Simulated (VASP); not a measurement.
# Al9Ru7 (a cell with a defect) in VASP: single point with PBE

Aim: the single point of Al9Ru7 (a cell with a defect) with PBE.

Program: VASP 6.6.1. These are calculated values, not measurements. Logs are shortened: lines on timing, memory, paths and dates and some standing lists are left out, and cuts for length are marked.

## Step 1: The cell of the first run

The cell holds a defect, 16 atoms: a = 6.008 Å, b = 6.008 Å, c = 6.008 Å, α = 90.00°, β = 90.00°, γ = 90.00°.

## Step 2: Single point, PBE

Contents of INCAR:

```
  PREC = Accurate
  ENCUT = 520
  EDIFF = 1E-6
  ISMEAR = 0
  SIGMA = 0.1
  LREAL = Auto
  LASPH = T
  NELM = 60
  ALGO = Normal
  ISIF = 2
  LWAVE = F
  LCHARG = T
  GGA = PE
  LELF = T
  LVHAR = T
  NBANDS = 76
```

Contents of KPOINTS:

```
regular mesh
0
Gamma
  7 7 7
```

Contents of POSCAR:

```
Al9Ru7
1.0
    6.0083537092      0.0000000000      0.0000000000
    0.0000000000     -6.0083537092      0.0000000000
    0.0000000000      0.0000000000     -6.0083537092
Al Ru
9 7
Direct
   -0.0087109771     -0.0087109771     -0.0087109771
   -0.0087109771     -0.0087109771      0.5087109771
   -0.0087109771      0.5087109771     -0.0087109771
   -0.0087109771      0.5087109771      0.5087109771
    0.5087109771     -0.0087109771     -0.0087109771
    0.5087109771     -0.0087109771      0.5087109771
    0.5087109771      0.5087109771     -0.0087109771
    0.5087109771      0.5087109771      0.5087109771
    0.2500000000      0.2500000000      0.2500000000
    0.2500000000      0.2500000000      0.7500000000
    0.2500000000      0.7500000000      0.2500000000
    0.2500000000      0.7500000000      0.7500000000
    0.7500000000      0.2500000000      0.2500000000
    0.7500000000      0.2500000000      0.7500000000
    0.7500000000      0.7500000000      0.2500000000
    0.7500000000      0.7500000000      0.7500000000
```

Potentials or basis: VASP PAW PBE potentials, release 64 (Al, Ru_pv).

On the command line:

```console
$ cat potpaw_PBE.64/Al/POTCAR potpaw_PBE.64/Ru_pv/POTCAR > POTCAR
$ mpirun -np 1 vasp_std > vasp.out
```

OUTCAR:

```text
PREC = Accurate
   ENCUT = 520
   EDIFF = 1E-6
   ISMEAR = 0
   LREAL = Auto
   LASPH = T
   NELM = 60
   ISIF = 2
   GGA = PE

 ion  position               nearest neighbor table
   1  0.991  0.991  0.991-  16 2.51  14 2.57  15 2.57  12 2.57  11 2.63  10 2.63  13 2.63   9 2.69
                             5 2.90   2 2.90   3 2.90   2 3.11   5 3.11   3 3.11
   2  0.991  0.991  0.509-  16 2.51  14 2.57  15 2.57  12 2.57  11 2.63  10 2.63  13 2.63   9 2.69
                             6 2.90   1 2.90   4 2.90   4 3.11   6 3.11   1 3.11
   3  0.991  0.509  0.991-  16 2.51  14 2.57  15 2.57  12 2.57  11 2.63  10 2.63  13 2.63   9 2.69
                             7 2.90   1 2.90   4 2.90   4 3.11   7 3.11   1 3.11
   4  0.991  0.509  0.509-  16 2.51  14 2.57  15 2.57  12 2.57  11 2.63  10 2.63  13 2.63   9 2.69
                             8 2.90   2 2.90   3 2.90   8 3.11   3 3.11   2 3.11
   5  0.509  0.991  0.991-  16 2.51  14 2.57  15 2.57  12 2.57  11 2.63  10 2.63  13 2.63   9 2.69
                             7 2.90   1 2.90   6 2.90   6 3.11   7 3.11   1 3.11
   6  0.509  0.991  0.509-  16 2.51  14 2.57  15 2.57  12 2.57  11 2.63  10 2.63  13 2.63   9 2.69
                             8 2.90   2 2.90   5 2.90   8 3.11   5 3.11   2 3.11
   7  0.509  0.509  0.991-  16 2.51  14 2.57  15 2.57  12 2.57  11 2.63  10 2.63  13 2.63   9 2.69
                             8 2.90   3 2.90   5 2.90   8 3.11   5 3.11   3 3.11
   8  0.509  0.509  0.509-  16 2.51  14 2.57  15 2.57  12 2.57  11 2.63  10 2.63  13 2.63   9 2.69
                             7 2.90   4 2.90   6 2.90   7 3.11   6 3.11   4 3.11
   9  0.250  0.250  0.250-   1 2.69   2 2.69   3 2.69   4 2.69   5 2.69   6 2.69   7 2.69   8 2.69
                            10 3.00  11 3.00  13 3.00  10 3.00  11 3.00  13 3.00
  10  0.250  0.250  0.750-   1 2.63   2 2.63   3 2.63   4 2.63   5 2.63   6 2.63   7 2.63   8 2.63
                             9 3.00  12 3.00  14 3.00   9 3.00  12 3.00  14 3.00
  11  0.250  0.750  0.250-   1 2.63   2 2.63   3 2.63   4 2.63   5 2.63   6 2.63   7 2.63   8 2.63
                             9 3.00  12 3.00  15 3.00  12 3.00   9 3.00  15 3.00
  12  0.250  0.750  0.750-   1 2.57   2 2.57   3 2.57   4 2.57   5 2.57   6 2.57   7 2.57   8 2.57
                            10 3.00  11 3.00  16 3.00  11 3.00  10 3.00  16 3.00
  13  0.750  0.250  0.250-   1 2.63   2 2.63   3 2.63   4 2.63   5 2.63   6 2.63   7 2.63   8 2.63
                             9 3.00  14 3.00  15 3.00  14 3.00  15 3.00   9 3.00
  14  0.750  0.250  0.750-   1 2.57   2 2.57   3 2.57   4 2.57   5 2.57   6 2.57   7 2.57   8 2.57
                            10 3.00  13 3.00  16 3.00  13 3.00  16 3.00  10 3.00
  15  0.750  0.750  0.250-   1 2.57   2 2.57   3 2.57   4 2.57   5 2.57   6 2.57   7 2.57   8 2.57
                            11 3.00  13 3.00  16 3.00  16 3.00  13 3.00  11 3.00
  16  0.750  0.750  0.750-   1 2.51   2 2.51   3 2.51   4 2.51   5 2.51   6 2.51   7 2.51   8 2.51
                            12 3.00  14 3.00  15 3.00  15 3.00  14 3.00  12 3.00

  LATTYP: Found a simple cubic cell.
 ALAT       =     6.0083537092

  Lattice vectors:

 A1 = (   6.0083537092,   0.0000000000,   0.0000000000)
 A2 = (   0.0000000000,  -6.0083537092,   0.0000000000)
 A3 = (   0.0000000000,   0.0000000000,  -6.0083537092)

Analysis of symmetry for initial positions (statically):
=====================================================================
 Subroutine PRICEL returns:
 Original cell was already a primitive cell.

 Routine SETGRP: Setting up the symmetry group for a
 simple cubic supercell.

 Subroutine GETGRP returns: Found 48 space group operations
 (whereof  6 operations were pure point group operations)
 out of a pool of 48 trial point group operations.

The static configuration has the point symmetry C_3v.
 The point group associated with its full space group is O_h .

Analysis of symmetry for dynamics (positions and initial velocities):
=====================================================================
 Subroutine PRICEL returns:
 Original cell was already a primitive cell.

 Routine SETGRP: Setting up the symmetry group for a
 simple cubic supercell.

 Subroutine GETGRP returns: Found 48 space group operations
 (whereof  6 operations were pure point group operations)
 out of a pool of 48 trial point group operations.

The dynamic configuration has the point symmetry C_3v.
 The point group associated with its full space group is O_h .

 Subroutine INISYM returns: Found 48 space group operations
 (whereof  6 operations are pure point group operations),
 and found     1 'primitive' translations

----------------------------------------------------------------------------------------

                                     Primitive cell

  volume of cell :     216.9035

  direct lattice vectors                    reciprocal lattice vectors
     6.008353709  0.000000000  0.000000000     0.166434942  0.000000000  0.000000000
[... 60 lines left out ...]

  Shift w.r.t. Gamma in fractional coordinates (k-lattice)
     0.000000000  0.000000000  0.000000000

 Subroutine IBZKPT returns following result:
 ===========================================

 Found     20 irreducible k-points:

 Following reciprocal coordinates:
            Coordinates               Weight
  0.000000  0.000000  0.000000      1.000000
  0.142857  0.000000  0.000000      6.000000
  0.285714  0.000000  0.000000      6.000000
  0.428571  0.000000  0.000000      6.000000
  0.142857  0.142857  0.000000     12.000000
  0.285714  0.142857  0.000000     24.000000
[... 12 lines left out ...]
  0.428571  0.428571  0.285714     24.000000
  0.428571  0.428571  0.428571      8.000000
   k-points           NKPTS =     20   k-points in BZ     NKDIM =     20   number of bands    NBANDS=     76
   number of dos      NEDOS =    301   number of ions     NIONS =     16
   total plane-waves  NPLWV = 110592
   dimension x,y,z NGX =    48 NGY =   48 NGZ =   48
   dimension x,y,z NGXF=    96 NGYF=   96 NGZF=   96
   ions per type =               9   7
   NGX,Y,Z   is equivalent  to a cutoff of  13.28, 13.28, 13.28 a.u.
   NGXF,Y,Z  is equivalent  to a cutoff of  26.56, 26.56, 26.56 a.u.
 SYSTEM =  unknown system
   PREC   = accura    normal or accurate (medium, high low for compatibility)
   ISTART =      0    job   : 0-new  1-cont  2-samecut
   ICHARG =      2    charge: 1-file 2-atom 10-const
   ISPIN  =      1    spin polarized calculation?
   LNONCOLLINEAR =      F non collinear calculations
   LSORBIT =      F    spin-orbit coupling
   LASPH  =      T    aspherical Exc in radial PAW
   ENCUT  =  520.0 eV  38.22 Ry    6.18 a.u.  11.17 11.17 11.17*2*pi/ulx,y,z
   NELM   =     60;   NELMIN=  2; NELMDL= -5     # of ELM steps
   EDIFF  = 0.1E-05   stopping-criterion for ELM
   LREAL  =      T    real-space projection
   EDIFFG = 0.1E-04   stopping-criterion for IOM
   NSW    =      0    number of steps for IOM
   IBRION =     -1    ionic relax: 0-MD 1-quasi-New 2-CG
   NFREE  =      0    steps in history (QN), initial steepest desc. (CG)
   ISIF   =      2    stress and relaxation
   ISYM   =      2    0-nonsym 1-usesym 2-fastsym
   POTIM  = 0.5000    time-step for ionic-motion
   TEBEG  =    0.0;   TEEND  =   0.0 temperature during run
   PSTRESS=    0.0 pullay stress
   NELECT =     125.0000    total number of electrons
   NUPDOWN=      -1.0000    fix difference up-down
   EMIN   =  10.00;   EMAX   =-10.00  energy-range for DOS
   EFERMI =   0.00;   METHOD = LEGACY
   ISMEAR =     0;   SIGMA  =   0.10  broadening in eV -4-tet -1-fermi 0-gaus
   EFERMI_NEDOS =   21; number of points for ismear=-14 and -15
   IALGO  =     38    algorithm
   IMIX   =      4    mixing-type and parameters
     AMIX     =   0.40;   BMIX     =  1.00
     AMIX_MAG =   1.60;   BMIX_MAG =  1.00
  volume/ion in A,a.u.               =      13.56        91.48
  Fermi-wavevector in a.u.,A,eV,Ry     =   1.362352  2.574472 25.252455  1.856003
  Thomas-Fermi vector in A             =   2.488849
   LORBIT       =      0    0 simple, 1 ext, 2 COOP (PROOUT), +10 PAW based schemes
   GGA     = PE    functional components
   LHFCALC =     F    Hartree Fock is set to
   AEXX    =    0.0000 exact exchange contribution
   IVDW    =     0    specifies the selected vdW correction
   LEPSILON=     F    determine dielectric tensor
   LRPA    =     F    only Hartree local field effects (RPA)
 non-spin polarized calculation
 Gauss-broadening in eV      SIGMA  =   0.10
  energy-cutoff  :      520.00
  volume of cell :      216.90
 maximum number of plane-waves:      5856
 NGX is ok and might be reduce to    48
   NGX = 23   NGY = 23   NGZ = 23

 number of electron     124.9999973 magnetization

 Free energy of the ion-electron system (eV)
  ---------------------------------------------------
  ext. energy  EPLUGINS =         0.00000000
  ---------------------------------------------------
  free energy    TOTEN  =      -108.33560024 eV

  energy without entropy =     -108.29019398  energy(sigma->0) =     -108.31289711

 E-fermi :  10.5958     XC(G=0): -12.2935

 val. band max:       10.5854527379   @ k =   0.2857   0.2857   0.0000
 cond. band min:      10.6056954557   @ k =   0.4286   0.1429   0.0000
 fundamental gap:      0.0202427178
 Fermi energy:        10.5957567255

 k-point     1 :       0.0000    0.0000    0.0000
  band No.  band energies     occupation
      1     -31.4123      2.00000
      2     -31.4123      2.00000
      3     -31.4123      2.00000
      4     -31.3850      2.00000
      5     -31.3850      2.00000
      6     -31.3850      2.00000
[... 1529 lines left out ...]
     73      14.9381      0.00000
     74      14.9381      0.00000
 [bands above 74 left out]

------------------------ aborting loop because EDIFF is reached ----------------------------------------

  FORCE on cell =-STRESS in cart. coord.  units (eV):
  Direction    XX          YY          ZZ          XY          YZ          ZX
  --------------------------------------------------------------------------------------
  -------------------------------------------------------------------------------------
  Total        3.6375397      3.6375397      3.6375397      0.0000000     -0.0000000      0.0000000
  in kB       26.8690215     26.8690215     26.8690215      0.0000000     -0.0000000      0.0000000
  external PRESSURE =      26.8690215 kB  Pullay stress =       0.0000000 kB

 VOLUME and BASIS-vectors are now :
 -----------------------------------------------------------------------------
  energy-cutoff  :      520.00
  volume of cell :      216.90
      direct lattice vectors                 reciprocal lattice vectors
     6.008353709  0.000000000  0.000000000     0.166434942  0.000000000  0.000000000
     0.000000000 -6.008353709  0.000000000     0.000000000 -0.166434942  0.000000000
     0.000000000  0.000000000 -6.008353709     0.000000000  0.000000000 -0.166434942

 POSITION                                       TOTAL-FORCE (eV/Angst)
 -----------------------------------------------------------------------------------
      5.95602     -5.95602     -5.95602        -0.012801      0.012801      0.012801
      5.95602     -5.95602     -3.05652        -0.012801      0.012801     -0.012801
      5.95602     -3.05652     -5.95602        -0.012801     -0.012801      0.012801
      5.95602     -3.05652     -3.05652        -0.012801     -0.012801     -0.012801
      3.05652     -5.95602     -5.95602         0.012801      0.012801      0.012801
      3.05652     -5.95602     -3.05652         0.012801      0.012801     -0.012801
[... 8 lines left out ...]
      4.50627     -4.50627     -1.50209        -0.000000     -0.000000     -0.000000
      4.50627     -4.50627     -4.50627        -0.000000     -0.000000     -0.000000
 -----------------------------------------------------------------------------------
    total drift:                                0.000000      0.000000      0.000000

  FREE ENERGIE OF THE ION-ELECTRON SYSTEM (eV)
  ---------------------------------------------------
  free  energy   TOTEN  =      -108.3356002446 eV

  energy  without entropy=     -108.2901939807  energy(sigma->0) =     -108.31289711
```

It took 17 min on 1 thread of Intel Xeon 8259CL, shared host; peak memory 0.44 GiB.

What came out:

| Property | Result |
| --- | --- |
| Free energy | -108.3356 eV |
| Pressure | 2.7 GPa |
| Largest force | 0.022 eV/Å |
| Band gap on the k mesh | zero (an odd number of electrons rules out a gap without spin polarisation) |

Forces in eV/Å, atoms in the order of the input:
```
Al  -0.013  0.013  0.013
Al  -0.013  0.013 -0.013
Al  -0.013 -0.013  0.013
Al  -0.013 -0.013 -0.013
Al   0.013  0.013  0.013
Al   0.013  0.013 -0.013
Al   0.013 -0.013  0.013
Al   0.013 -0.013 -0.013
Al   0.000  0.000  0.000
Ru   0.000  0.000  0.000
Ru   0.000  0.000  0.000
Ru   0.000  0.000  0.000
Ru   0.000  0.000  0.000
Ru   0.000  0.000  0.000
Ru   0.000  0.000  0.000
Ru   0.000  0.000  0.000
```

Levels at points of the mesh, in eV from the Fermi level:
```
           k point  band 60  band 61  band 62  band 63  band 64  band 65  band 66  band 67
(0.00, 0.00, 0.00)    -0.41     0.17     0.17     0.17     1.46     1.46     1.46     1.48
```
